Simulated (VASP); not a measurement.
# RbBr in VASP: settings compared

The runs below take RbBr through single point, with r2SCAN, HSE06.

All numbers are computed with VASP 6.6.1; they aren't measurements. Logs are shortened: lines on timing, memory, paths and dates and some standing lists are left out, and cuts for length are marked.

### 1 The cell of the first run

Symmetry: I4/mmm, No. 139, tetragonal system. Conventional cell: a = 4.821 Å, b = 4.821 Å, c = 6.950 Å, α = 90.00°, β = 90.00°, γ = 90.00°. Within 4.5 Å of Rb (site symmetry 4/mmm) lie 6 Br at 3.41 to 3.47 Å. Within 4.5 Å of Br (site symmetry 4/mmm) lie 6 Rb at 3.41 to 3.47 Å.

### 2 Single point, r2SCAN (epitaxial xy strain -1.5%)

Input file POSCAR:

```
RbBr
1.0
    0.0000000000      3.4089137157      3.4749919312
    3.4089137157      0.0000000000      3.4749919312
    3.4089137157      3.4089137157      0.0000000000
Rb Br
1 1
Direct
    0.0000000000      0.0000000000      0.0000000000
    0.5000000000      0.5000000000      0.5000000000
```

Input file INCAR.step1:

```
PREC     = Accurate       # precision mode
ENCUT    = 520            # plane-wave cutoff, eV
ISMEAR   = 0              # smearing method
SIGMA    = 0.01           # smearing width, eV
LREAL    = F              # projectors in reciprocal space
LASPH    = T              # aspherical terms in the spheres
NELM     = 80             # most SCF steps
NBANDS   = 15             # bands
GGA      = PE             # functional
ALGO     = Normal         # electronic algorithm
EDIFF    = 1E-4           # SCF threshold, eV
LWAVE    = T              # write WAVECAR
LCHARG   = F              # write CHGCAR
```

Input file INCAR.step2:

```
PREC     = Accurate       # precision mode
ENCUT    = 520            # plane-wave cutoff, eV
EDIFF    = 1E-7           # SCF threshold, eV
ISMEAR   = 0              # smearing method
SIGMA    = 0.01           # smearing width, eV
LREAL    = F              # projectors in reciprocal space
LASPH    = T              # aspherical terms in the spheres
NELM     = 80             # most SCF steps
ALGO     = Normal         # electronic algorithm
ISIF     = 2              # what is computed and relaxed
LWAVE    = F              # write WAVECAR
LCHARG   = F              # write CHGCAR
METAGGA  = R2SCAN         # meta-GGA
LMIXTAU  = T            
NBANDS   = 15             # bands
ISTART   = 1
```

Input file KPOINTS:

```
regular mesh
0
Gamma
  6 6 6
```

Potentials or basis: VASP PAW PBE potentials, release 64 (Rb_sv, Br).

Command:

```
$ cat potpaw_PBE.64/Rb_sv/POTCAR potpaw_PBE.64/Br/POTCAR > POTCAR
$ cp INCAR.step1 INCAR
$ mpirun -np 1 vasp_std > vasp.out
$ cp INCAR.step2 INCAR
$ mpirun -np 1 vasp_std > vasp.out
```

OUTCAR:

```text
PREC = Accurate
   ENCUT = 520
   EDIFF = 1E-7
   ISMEAR = 0
   LREAL = F
   LASPH = T
   NELM = 80
   ISIF = 2
   METAGGA = R2SCAN
   ISTART = 1

 ion  position               nearest neighbor table
   1  0.000  0.000  0.000-   2 3.41   2 3.41   2 3.41   2 3.41   2 3.47   2 3.47
   2  0.500  0.500  0.500-   1 3.41   1 3.41   1 3.41   1 3.41   1 3.47   1 3.47

  LATTYP: Found a body centered tetragonal cell.
 ALAT       =     4.8209320097
 C/A-ratio  =     1.4416266084

  Lattice vectors:

 A1 = (  -3.4089137157,   0.0000000000,   3.4749919312)
 A2 = (   3.4089137157,   0.0000000000,   3.4749919312)
 A3 = (   0.0000000000,   3.4089137157,  -3.4749919312)

Analysis of symmetry for initial positions (statically):
=====================================================================
 Subroutine PRICEL returns:
 Original cell was already a primitive cell.

 Routine SETGRP: Setting up the symmetry group for a
 body centered tetragonal supercell.

 Subroutine GETGRP returns: Found 16 space group operations
 (whereof 16 operations were pure point group operations)
 out of a pool of 16 trial point group operations.

The static configuration has the point symmetry D_4h.

Analysis of symmetry for dynamics (positions and initial velocities):
=====================================================================
 Subroutine PRICEL returns:
 Original cell was already a primitive cell.

 Routine SETGRP: Setting up the symmetry group for a
 body centered tetragonal supercell.

 Subroutine GETGRP returns: Found 16 space group operations
 (whereof 16 operations were pure point group operations)
 out of a pool of 16 trial point group operations.

The dynamic configuration has the point symmetry D_4h.

 Subroutine INISYM returns: Found 16 space group operations
 (whereof 16 operations are pure point group operations),
 and found     1 'primitive' translations

----------------------------------------------------------------------------------------

                                     Primitive cell

  volume of cell :      80.7636

  direct lattice vectors                    reciprocal lattice vectors
     0.000000000  3.408913716  3.474991931    -0.146674290  0.146674290  0.143885226
     3.408913716  0.000000000  3.474991931     0.146674290 -0.146674290  0.143885226
     3.408913716  3.408913716  0.000000000     0.146674290  0.146674290 -0.143885226

  length of vectors
     4.867880611  4.867880611  4.820932010     0.252447328  0.252447328  0.252447328

  position of ions in fractional coordinates (direct lattice)
     0.000000000  0.000000000  0.000000000
     0.500000000  0.500000000  0.500000000

  ion indices of the primitive-cell ions
   primitive index   ion index
                 1           1
                 2           2

----------------------------------------------------------------------------------------

 KPOINTS: regular mesh

Automatic generation of k-mesh.
 Grid dimensions read from file:
 generate k-points for:    6    6    6

 Generating k-lattice:

  Cartesian coordinates                     Fractional coordinates (reciprocal lattice)
    -0.024445715  0.024445715  0.023980871     0.166666667  0.000000000  0.000000000
     0.024445715 -0.024445715  0.023980871     0.000000000  0.166666667  0.000000000
     0.024445715  0.024445715 -0.023980871    -0.000000000 -0.000000000  0.166666667

  Length of vectors
     0.042074555  0.042074555  0.042074555

  Shift w.r.t. Gamma in fractional coordinates (k-lattice)
     0.000000000  0.000000000  0.000000000

 Subroutine IBZKPT returns following result:
 ===========================================

 Found     30 irreducible k-points:

 Following reciprocal coordinates:
            Coordinates               Weight
  0.000000  0.000000  0.000000      1.000000
  0.166667 -0.000000  0.000000      8.000000
  0.333333 -0.000000  0.000000      8.000000
  0.500000  0.000000  0.000000      4.000000
  0.166667  0.166667  0.000000      2.000000
  0.333333  0.166667  0.000000      8.000000
[... 16 lines left out ...]
  0.333333  0.000000  0.333333      4.000000
  0.500000  0.000000  0.333333     16.000000
 [... further k-points ...]
   k-points           NKPTS =     30   k-points in BZ     NKDIM =     30   number of bands    NBANDS=     15
   number of dos      NEDOS =    301   number of ions     NIONS =      2
   total plane-waves  NPLWV =  46656
   dimension x,y,z NGX =    36 NGY =   36 NGZ =   36
   dimension x,y,z NGXF=    72 NGYF=   72 NGZF=   72
   ions per type =               1   1
   NGX,Y,Z   is equivalent  to a cutoff of  12.29, 12.29, 12.41 a.u.
   NGXF,Y,Z  is equivalent  to a cutoff of  24.59, 24.59, 24.83 a.u.
 SYSTEM =  unknown system
   PREC   = accura    normal or accurate (medium, high low for compatibility)
   ISTART =      1    job   : 0-new  1-cont  2-samecut
   ICHARG =      0    charge: 1-file 2-atom 10-const
   ISPIN  =      1    spin polarized calculation?
   LNONCOLLINEAR =      F non collinear calculations
   LSORBIT =      F    spin-orbit coupling
   LASPH  =      T    aspherical Exc in radial PAW
   ENCUT  =  520.0 eV  38.22 Ry    6.18 a.u.   9.05  9.05  8.96*2*pi/ulx,y,z
   NELM   =     80;   NELMIN=  2; NELMDL=  0     # of ELM steps
   EDIFF  = 0.1E-06   stopping-criterion for ELM
   LREAL  =      F    real-space projection
   EDIFFG = 0.1E-05   stopping-criterion for IOM
   NSW    =      0    number of steps for IOM
   IBRION =     -1    ionic relax: 0-MD 1-quasi-New 2-CG
   NFREE  =      0    steps in history (QN), initial steepest desc. (CG)
   ISIF   =      2    stress and relaxation
   ISYM   =      2    0-nonsym 1-usesym 2-fastsym
   POTIM  = 0.5000    time-step for ionic-motion
   TEBEG  =    0.0;   TEEND  =   0.0 temperature during run
   PSTRESS=    0.0 pullay stress
   NELECT =      16.0000    total number of electrons
   NUPDOWN=      -1.0000    fix difference up-down
   EMIN   =  10.00;   EMAX   =-10.00  energy-range for DOS
   EFERMI =   0.00;   METHOD = LEGACY
   ISMEAR =     0;   SIGMA  =   0.01  broadening in eV -4-tet -1-fermi 0-gaus
   EFERMI_NEDOS =   21; number of points for ismear=-14 and -15
   IALGO  =     38    algorithm
   IMIX   =      4    mixing-type and parameters
     AMIX     =   0.40;   BMIX     =  1.00
     AMIX_MAG =   1.60;   BMIX_MAG =  1.00
  volume/ion in A,a.u.               =      40.38       272.51
  Fermi-wavevector in a.u.,A,eV,Ry     =   0.954354  1.803468 12.392075  0.910792
  Thomas-Fermi vector in A             =   2.083093
   LORBIT       =      0    0 simple, 1 ext, 2 COOP (PROOUT), +10 PAW based schemes
   METAGGA = R2SCAN    functional components
   LHFCALC =     F    Hartree Fock is set to
   AEXX    =    0.0000 exact exchange contribution
   IVDW    =     0    specifies the selected vdW correction
   LEPSILON=     F    determine dielectric tensor
   LRPA    =     F    only Hartree local field effects (RPA)
 non-spin polarized calculation
 Gauss-broadening in eV      SIGMA  =   0.01
  energy-cutoff  :      520.00
  volume of cell :       80.76
 maximum number of plane-waves:      2192
   NGX = 19   NGY = 19   NGZ = 17

 number of electron      16.0000000 magnetization

 Free energy of the ion-electron system (eV)
  ---------------------------------------------------
  ext. energy  EPLUGINS =         0.00000000
  ---------------------------------------------------
  free energy    TOTEN  =       -31.15029605 eV

  energy without entropy =      -31.15029605  energy(sigma->0) =      -31.15029605

 E-fermi :  -2.1214     XC(G=0):  -7.6168

 val. band max:       -2.1631920130   @ k =   0.0000   0.0000   0.0000
 cond. band min:       2.7883686921   @ k =   0.0000   0.0000   0.0000
 fundamental gap:      4.9515607051
 Fermi energy:        -2.1213946556

 k-point     1 :       0.0000    0.0000    0.0000
  band No.  band energies     occupation
      1     -27.3320      2.00000
      2     -14.7815      2.00000
      3     -10.8615      2.00000
      4     -10.8615      2.00000
      5     -10.8615      2.00000
      6      -2.1861      2.00000
      7      -2.1632      2.00000
      8      -2.1632      2.00000
      9       2.7884      0.00000
     10       5.6328      0.00000
     11       5.7487      0.00000
     12       5.7487      0.00000
     13       6.7258      0.00000
     14       6.8302      0.00000
     15       9.1628      0.00000

 k-point     2 :       0.1667   -0.0000    0.0000
  band No.  band energies     occupation
      1     -27.3296      2.00000
      2     -14.7922      2.00000
      3     -10.8644      2.00000
      4     -10.8620      2.00000
      5     -10.8476      2.00000
      6      -2.4610      2.00000
      7      -2.2682      2.00000
      8      -2.2573      2.00000
      9       3.4179      0.00000
     10       5.5208      0.00000
     11       6.0185      0.00000
     12       6.0851      0.00000
     13       7.1358      0.00000
     14       7.2520      0.00000
     15      10.2413      0.00000

 k-point     3 :       0.3333   -0.0000    0.0000
  band No.  band energies     occupation
      1     -27.3248      2.00000
      2     -14.8132      2.00000
      3     -10.8701      2.00000
      4     -10.8629      2.00000
      5     -10.8199      2.00000
      6      -2.9344      2.00000
      7      -2.4369      2.00000
      8      -2.4343      2.00000
      9       4.6212      0.00000
     10       5.6575      0.00000
     11       6.9788      0.00000
     12       7.0272      0.00000
     13       8.1559      0.00000
     14       8.3009      0.00000
     15      10.2420      0.00000
[... 343 lines left out ...]
 k-point    23 :       0.3333    0.0000    0.3333
  band No.  band energies     occupation
      1     -27.3225      2.00000
      2     -14.7638      2.00000
      3     -10.9208      2.00000
      4     -10.9197      2.00000
      5     -10.9121      2.00000
      6      -2.7826      2.00000
      7      -2.3208      2.00000
      8      -2.3032      2.00000
      9       4.1978      0.00000
     10       4.8357      0.00000
     11       7.5383      0.00000
     12       8.2427      0.00000
     13       8.2492      0.00000
     14       8.3076      0.00000
     15       9.5529      0.00000

 k-point    24 :       0.5000    0.0000    0.3333
  band No.  band energies     occupation
      1     -27.3202      2.00000
      2     -14.7512      2.00000
      3     -10.9927      2.00000
      4     -10.9185      2.00000
      5     -10.9087      2.00000
      6      -2.6955      2.00000
      7      -2.4664      2.00000
      8      -2.3832      2.00000
      9       4.3125      0.00000
     10       5.8116      0.00000
     11       7.3417      0.00000
     12       8.1225      0.00000
     13       8.1735      0.00000
     14       8.9675      0.00000
     15       9.5711      0.00000

 [... further k-points ...]

------------------------ aborting loop because EDIFF is reached ----------------------------------------

  FORCE on cell =-STRESS in cart. coord.  units (eV):
  Direction    XX          YY          ZZ          XY          YZ          ZX
  --------------------------------------------------------------------------------------
  -------------------------------------------------------------------------------------
  Total        0.3412816      0.3412816      0.0085446      0.0000000      0.0000000      0.0000000
  in kB        6.7702960      6.7702960      0.1695058      0.0000000      0.0000000      0.0000000
  external PRESSURE =       4.5700326 kB  Pullay stress =       0.0000000 kB

 VOLUME and BASIS-vectors are now :
 -----------------------------------------------------------------------------
  energy-cutoff  :      520.00
  volume of cell :       80.76
      direct lattice vectors                 reciprocal lattice vectors
     0.000000000  3.408913716  3.474991931    -0.146674290  0.146674290  0.143885226
     3.408913716  0.000000000  3.474991931     0.146674290 -0.146674290  0.143885226
     3.408913716  3.408913716  0.000000000     0.146674290  0.146674290 -0.143885226

 POSITION                                       TOTAL-FORCE (eV/Angst)
 -----------------------------------------------------------------------------------
      0.00000      0.00000      0.00000         0.000000      0.000000      0.000000
      3.40891      3.40891      3.47499        -0.000000     -0.000000      0.000000
 -----------------------------------------------------------------------------------
    total drift:                                0.000000      0.000000      0.000000

  FREE ENERGIE OF THE ION-ELECTRON SYSTEM (eV)
  ---------------------------------------------------
  free  energy   TOTEN  =       -31.1502960473 eV

  energy  without entropy=      -31.1502960472  energy(sigma->0) =      -31.15029605
```

It took 4.4 min on 1 thread of Oxide Virtual Turin-like, shared host; peak memory 0.2 GiB.

What came out:

- Free energy: -31.1503 eV
- Pressure: 0.5 GPa
- Band gap on the k mesh: 4.95 eV

Caveat: the cell differs from its parent crystal (epitaxial xy strain -1.5%); the PAW data sets were made with another functional, which shifts forces and pressure a little.

### 3 Single point, r2SCAN (uniaxial z strain +2.5%)

Input file POSCAR:

```
RbBr
1.0
    0.0000000000      3.4608261073      3.5473467599
    3.4608261073      0.0000000000      3.5473467599
    3.4608261073      3.4608261073      0.0000000000
Rb Br
1 1
Direct
    0.0000000000      0.0000000000      0.0000000000
    0.5000000000      0.5000000000      0.5000000000
```

Input file INCAR.step1:

```
SYSTEM = RbBr
ALGO = Normal
EDIFF = 1E-4
ENCUT = 520
GGA = PE
ISMEAR = 0
LASPH = .TRUE.
LCHARG = .FALSE.
LREAL = .FALSE.
LWAVE = .TRUE.
NBANDS = 15
NELM = 80
PREC = Accurate
SIGMA = 0.01
```

Input file INCAR.step2:

```
SYSTEM = RbBr
ALGO = Normal
EDIFF = 1E-6
ENCUT = 520
ISIF = 2
ISMEAR = 0
ISTART = 1
LASPH = .TRUE.
LCHARG = .FALSE.
LMIXTAU = .TRUE.
LREAL = .FALSE.
LWAVE = .FALSE.
METAGGA = R2SCAN
NBANDS = 15
NELM = 80
PREC = Accurate
SIGMA = 0.01
```

Input file KPOINTS:

```
k-points
0
G
  6 6 6
  0 0 0
```

Potentials or basis: VASP PAW PBE potentials, release 64 (Rb_sv, Br).

Command:

```
$ cat potpaw_PBE.64/Rb_sv/POTCAR potpaw_PBE.64/Br/POTCAR > POTCAR
$ cp INCAR.step1 INCAR
$ mpirun -np 1 vasp_std > vasp.out
$ cp INCAR.step2 INCAR
$ mpirun -np 1 vasp_std > vasp.out
```

It took 3.8 min on 1 thread of Oxide Virtual Turin-like, shared host; peak memory 0.22 GiB.

It converged, with:

| Quantity | Value |
| --- | --- |
| Free energy | -31.1512 eV |
| Pressure | -0.3 GPa |
| Band gap on the k mesh | 4.82 eV |

Stress tensor (GPa, compression positive):
```
-0.05  0.00  0.00
 0.00 -0.05  0.00
 0.00  0.00 -0.69
```

Levels at points of the mesh, in eV from the valence-band top:
```csv
k point,band 4,band 5,band 6,band 7,band 8,band 9,band 10,band 11,band 12,band 13
"(0.00, 0.00, 0.00)",-8.80,-8.80,-0.02,0.00,0.00,4.82,7.77,7.91,7.91,8.83
"(0.50, 0.00, 0.00)",-8.81,-8.76,-0.89,-0.31,-0.31,7.14,8.08,10.04,10.07,10.59
"(0.50, 0.50, 0.00)",-8.86,-8.86,-0.50,-0.15,-0.15,6.13,7.72,9.36,9.91,10.11
"(0.50, 0.00, 0.50)",-8.87,-8.86,-0.46,-0.18,-0.17,6.10,7.74,9.46,9.96,10.14
```

Caveat: the cell differs from its parent crystal (uniaxial z strain +2.5%); the PAW data sets were made with another functional, which shifts forces and pressure a little.

[end of part 1 of 2]
